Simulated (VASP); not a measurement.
# CdS (Fm-3m) in VASP: a series of runs, part 2 of 2

VASP 6.6.1.

## Step 3: Vibrations by perturbation theory, PBE

INCAR reads:

```
SYSTEM = CdS
PREC     = Accurate       ! precision mode
ENCUT    = 520            ! plane-wave cutoff, eV
EDIFF    = 1E-8           ! SCF threshold, eV
ISMEAR   = -1             ! smearing method
SIGMA    = 0.05           ! smearing width, eV
LREAL    = .FALSE.        ! projectors in reciprocal space
LASPH    = .TRUE.         ! aspherical terms in the spheres
NELM     = 60             ! most SCF steps
ALGO     = Normal         ! electronic algorithm
ISIF     = 2              ! what is computed and relaxed
LWAVE    = .FALSE.        ! write WAVECAR
LCHARG   = .TRUE.         ! write CHGCAR
GGA      = PE             ! functional
IBRION   = 8              ! ionic algorithm
NSW      = 1              ! ionic steps
```

KPOINTS reads:

```
Automatic mesh
0
G
  6 6 6
  0 0 0
```

POSCAR reads:

```
CdS
1.0
    0.0000000000      2.7532440000      2.7532440000
    2.7532440000      0.0000000000      2.7532440000
    2.7532440000      2.7532440000      0.0000000000
Cd S
1 1
Direct
    0.0000000000      0.0000000000      0.0000000000
    0.5000000000      0.5000000000      0.5000000000
```

Potentials or basis: VASP PAW PBE potentials, release 64 (Cd, S).

The run is started by

```
$ cat potpaw_PBE.64/Cd/POTCAR potpaw_PBE.64/S/POTCAR > POTCAR
$ mpirun -np 1 vasp_std > vasp.out
```

OUTCAR:

```text
SYSTEM = CdS
   PREC = Accurate
   ENCUT = 520
   EDIFF = 1E-8
   ISMEAR = -1
   LREAL = .FALSE.
   LASPH = .TRUE.
   NELM = 60
   ISIF = 2
   GGA = PE
   IBRION = 8
   NSW = 1

 ion  position               nearest neighbor table
   1  0.000  0.000  0.000-   2 2.75   2 2.75   2 2.75   2 2.75   2 2.75   2 2.75
   2  0.500  0.500  0.500-   1 2.75   1 2.75   1 2.75   1 2.75   1 2.75   1 2.75

  LATTYP: Found a face centered cubic cell.
 ALAT       =     5.5064880000

  Lattice vectors:

 A1 = (   0.0000000000,   2.7532440000,   2.7532440000)
 A2 = (   2.7532440000,   0.0000000000,   2.7532440000)
 A3 = (   2.7532440000,   2.7532440000,   0.0000000000)

Analysis of symmetry for initial positions (statically):
=====================================================================
 Subroutine PRICEL returns:
 Original cell was already a primitive cell.

 Routine SETGRP: Setting up the symmetry group for a
 face centered cubic supercell.

 Subroutine GETGRP returns: Found 48 space group operations
[... 9 lines left out ...]

 Routine SETGRP: Setting up the symmetry group for a
 face centered cubic supercell.

 Subroutine GETGRP returns: Found 48 space group operations
[... 11 lines left out ...]
                                     Primitive cell

  volume of cell :      41.7411

  direct lattice vectors                    reciprocal lattice vectors
     0.000000000  2.753244000  2.753244000    -0.181603955  0.181603955  0.181603955
     2.753244000  0.000000000  2.753244000     0.181603955 -0.181603955  0.181603955
     2.753244000  2.753244000  0.000000000     0.181603955  0.181603955 -0.181603955

  length of vectors
     3.893675005  3.893675005  3.893675005     0.314547277  0.314547277  0.314547277

  position of ions in fractional coordinates (direct lattice)
     0.000000000  0.000000000  0.000000000
     0.500000000  0.500000000  0.500000000

  ion indices of the primitive-cell ions
   primitive index   ion index
                 1           1
                 2           2

----------------------------------------------------------------------------------------

 KPOINTS: Automatic mesh

Automatic generation of k-mesh.
 Grid dimensions read from file:
 generate k-points for:    6    6    6

 Generating k-lattice:

  Cartesian coordinates                     Fractional coordinates (reciprocal lattice)
    -0.030267326  0.030267326  0.030267326     0.166666667  0.000000000  0.000000000
     0.030267326 -0.030267326  0.030267326     0.000000000  0.166666667  0.000000000
     0.030267326  0.030267326 -0.030267326     0.000000000  0.000000000  0.166666667

  Length of vectors
     0.052424546  0.052424546  0.052424546

  Shift w.r.t. Gamma in fractional coordinates (k-lattice)
     0.000000000  0.000000000  0.000000000

[... 103 lines left out ...]
      4      -4.8592      2.00000
      5      -4.8587      2.00000
      6      -4.8587      2.00000
      7       2.0183      2.00000
      8       2.0183      2.00000
      9       2.0183      2.00000
     10       3.5477      0.00000
     11      11.9460      0.00000
     12      11.9460      0.00000
     13      11.9460      0.00000
[... 228 lines left out ...]
      2      -4.9393      2.00000
      3      -4.9202      2.00000
      4      -4.7453      2.00000
      5      -4.6026      2.00000
      6      -4.0996      2.00000
      7      -0.8830      2.00000
      8       0.0490      2.00000
      9       0.1250      2.00000
     10       5.0838      0.00000
     11       9.5462      0.00000
     12      10.6069      0.00000
     13      11.3139      0.00000

------------------------ aborting loop because EDIFF is reached ----------------------------------------

  FORCE on cell =-STRESS in cart. coord.  units (eV):
  Direction    XX          YY          ZZ          XY          YZ          ZX
  --------------------------------------------------------------------------------------
  -------------------------------------------------------------------------------------
  Total       -0.0110504     -0.0110504     -0.0110504      0.0000000     -0.0000000      0.0000000
  in kB       -0.4241536     -0.4241536     -0.4241536      0.0000000     -0.0000000      0.0000000
  external PRESSURE =      -0.4241536 kB  Pullay stress =       0.0000000 kB

 VOLUME and BASIS-vectors are now :
 -----------------------------------------------------------------------------
  energy-cutoff  :      520.00
  volume of cell :       41.74
      direct lattice vectors                 reciprocal lattice vectors
     0.000000000  2.753244000  2.753244000    -0.181603955  0.181603955  0.181603955
     2.753244000  0.000000000  2.753244000     0.181603955 -0.181603955  0.181603955
     2.753244000  2.753244000  0.000000000     0.181603955  0.181603955 -0.181603955

 POSITION                                       TOTAL-FORCE (eV/Angst)
 -----------------------------------------------------------------------------------
      0.00000      0.00000      0.00000         0.000000     -0.000000     -0.000000
      2.75324      2.75324      2.75324         0.000000      0.000000      0.000000
 -----------------------------------------------------------------------------------
    total drift:                               -0.000000      0.000000      0.000000

  FREE ENERGIE OF THE ION-ELECTRON SYSTEM (eV)
  ---------------------------------------------------
  free  energy   TOTEN  =        -5.8709368360 eV

  energy  without entropy=       -5.8691385439  energy(sigma->0) =       -5.87003769

[... ionic steps 2 to 3 ...]

--------------------------------------- Ionic step        4  -------------------------------------------

------------------------ aborting loop because EDIFF is reached ----------------------------------------

[... ionic steps 5 to 6 ...]

--------------------------------------- Ionic step        7  -------------------------------------------

 Free energy of the ion-electron system (eV)
  ---------------------------------------------------
  ---------------------------------------------------
  free energy    TOTEN  =        -0.10584303 eV

  energy without entropy =       -0.10584302

------------------------ aborting loop because EDIFF is reached ----------------------------------------

 INTERNAL STRAIN TENSOR  FOR ION    2  DIRECTION 1   (eV/Angst):
 -----------------------------------------------------------------------------
    -0.04105 -0.00000  0.00000
     0.00000  0.03133  0.00000
     0.00000  0.00000  0.03133

 INTERNAL STRAIN TENSOR FOR ION    2 for displacements in x,y,z  (eV/Angst):
          X           Y           Z          XY          YZ          ZX
  --------------------------------------------------------------------------------
  x     0.00000     0.00000     0.00000     0.00000     0.00000     0.00000
  y     0.00000     0.00000     0.00000     0.00000     0.00000     0.00000
  z     0.00000     0.00000     0.00000     0.00000     0.00000     0.00000

 SECOND DERIVATIVES (NOT SYMMETRIZED)
 ------------------------------------
               1X          1Y          1Z          2X          2Y          2Z
  1X    -1.317646    0.000000    0.000000    1.317646    0.000000    0.000000
  1Y     0.000000   -1.317646    0.000000    0.000000    1.317646    0.000000
  1Z     0.000000    0.000000   -1.317646    0.000000    0.000000    1.317646
  2X     1.293775    0.000000    0.000000   -1.293775    0.000000    0.000000
  2Y     0.000000    1.293775    0.000000    0.000000   -1.293775    0.000000
  2Z     0.000000    0.000000    1.293775    0.000000    0.000000   -1.293775

 Eigenvectors and eigenvalues of the dynamical matrix
 ----------------------------------------------------

   1 f  =    3.567329 THz    22.414192 2PiTHz  118.993301 cm-1    14.753282 meV
             X         Y         Z           dx          dy          dz
      0.000000  0.000000  0.000000    -0.474475    0.000000    0.000000
      2.753244  2.753244  2.753244     0.880269    0.000000    0.000000
[... 21 lines left out ...]
   6 f/i=    0.013620 THz     0.085576 2PiTHz    0.454309 cm-1     0.056327 meV
             X         Y         Z           dx          dy          dz
      0.000000  0.000000  0.000000    -0.880269    0.000000    0.000000
      2.753244  2.753244  2.753244    -0.474475    0.000000    0.000000

--------------------------------------------------------------------------------------------------------

 ELASTIC MODULI CONTR FROM IONIC RELAXATION (kBar)
 Direction    XX          YY          ZZ          XY          YZ          ZX
 --------------------------------------------------------------------------------
 XX           0.0000      0.0000      0.0000      0.0000      0.0000      0.0000
 YY           0.0000      0.0000      0.0000      0.0000      0.0000      0.0000
 ZZ           0.0000      0.0000      0.0000      0.0000      0.0000      0.0000
 XY           0.0000      0.0000      0.0000      0.0000      0.0000      0.0000
 YZ           0.0000      0.0000      0.0000      0.0000      0.0000      0.0000
 ZX           0.0000      0.0000      0.0000      0.0000      0.0000      0.0000
 --------------------------------------------------------------------------------
```

Run time: 38 s. Hardware: 1 thread of Intel Xeon 6975P-C (Granite Rapids), shared host; peak memory 0.2 GiB.

Results:

```
Highest phonon frequency at Γ, LO-TO splitting left out : 119 cm⁻¹
```

Phonon frequencies in cm⁻¹ (negative: imaginary):
| q point | frequencies |
| --- | --- |
| (0.000, 0.000, 0.000) | 0 0 0 119 119 119 |

## Step 4: Elastic constants, LDA

INCAR reads:

```
SYSTEM = CdS
ALGO = Normal
EDIFF = 1E-8
ENCUT = 600
IBRION = 6
ISIF = 3
ISMEAR = -1
LASPH = .True.
LCHARG = .False.
LREAL = .False.
LWAVE = .False.
NELM = 60
NFREE = 2
NSW = 1
POTIM = 0.015
PREC = Accurate
SIGMA = 0.05
```

KPOINTS reads:

```
k-points
0
Gamma
  6 6 6
  0 0 0
```

POSCAR is that of step 3.

Potentials or basis: VASP PAW LDA potentials, release 64 (Cd, S).

The run is started by

```
$ cat potpaw_LDA.64/Cd/POTCAR potpaw_LDA.64/S/POTCAR > POTCAR
$ mpirun -np 1 vasp_std > vasp.out
```

It took 94 s on 1 thread of Intel Xeon 6975P-C (Granite Rapids), shared host; peak memory 0.21 GiB.

It converged, with:

| Property | Result |
| --- | --- |
| Elastic constants C11, C12, C44 | 98, 51, 32 GPa |
| Voigt bulk modulus | 67 GPa |
| Highest phonon frequency at Γ, LO-TO splitting left out | 100 cm⁻¹ |

Phonon frequencies in cm⁻¹ (negative: imaginary):
| q point | frequencies |
| --- | --- |
| (0.000, 0.000, 0.000) | 0 0 0 100 100 100 |

Elastic tensor in Voigt notation (GPa, in the Cartesian axes of the cell as first typed):
```
98 51 51  0  0  0
51 98 51  0  0  0
51 51 98  0  0  0
 0  0  0 32  0  0
 0  0  0  0 32  0
 0  0  0  0  0 32
```

Clamped-ion elastic tensor (GPa):
```
98 51 51  0  0  0
51 98 51  0  0  0
51 51 98  0  0  0
 0  0  0 32  0  0
 0  0  0  0 32  0
 0  0  0  0  0 32
```

Caveat: the cell is under stress, which shifts elastic constants.
